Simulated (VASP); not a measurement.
A run of VASP 6.6.1 is set up as follows.

Contents of INCAR:

```
SYSTEM = CuAu3
PREC = Accurate
ENCUT = 520
EDIFF = 1E-6
ISMEAR = -1
SIGMA = 0.05
LREAL = .FALSE.
LASPH = .TRUE.
NELM = 60
ALGO = Fast
ISIF = 2
LWAVE = .FALSE.
LCHARG = .FALSE.
GGA = PS
NBANDS = 30
```

KPOINTS

```
Automatic mesh
0
G
  9 9 9
  0 0 0
```

POSCAR

```
CuAu3
1.0
   -1.9772674495      1.9772674495      4.0547018250
    1.9772674495     -1.9772674495      4.0547018250
    1.9772674495      1.9772674495     -4.0547018250
Au Cu
3 1
Direct
    0.5000000000      0.5000000000      0.0000000000
    0.2500000000      0.7500000000      0.5000000000
    0.7500000000      0.2500000000      0.5000000000
    0.0000000000      0.0000000000      0.0000000000
```

Potentials or basis: VASP PAW PBE potentials, release 64 (Au, Cu).

Command:

```console
$ cat potpaw_PBE.64/Au/POTCAR potpaw_PBE.64/Cu/POTCAR > POTCAR
$ mpirun -np 1 vasp_std > vasp.out
```

Task: What does it give for the band gap on the k mesh?

Result: Zero (band 22 reaches 11.74 eV, above the bottom of band 23 at 7.67 eV).

Task: Estimate the pressure.

Result: -1.4 GPa.

Stress tensor (GPa, compression positive):
```
-1.33  0.00  0.00
 0.00 -1.33  0.00
 0.00  0.00 -1.59
```

Caveat: the PAW data sets were made with another functional, which shifts forces and pressure a little; spin-orbit coupling is left out, which moves the levels of the heavy elements.
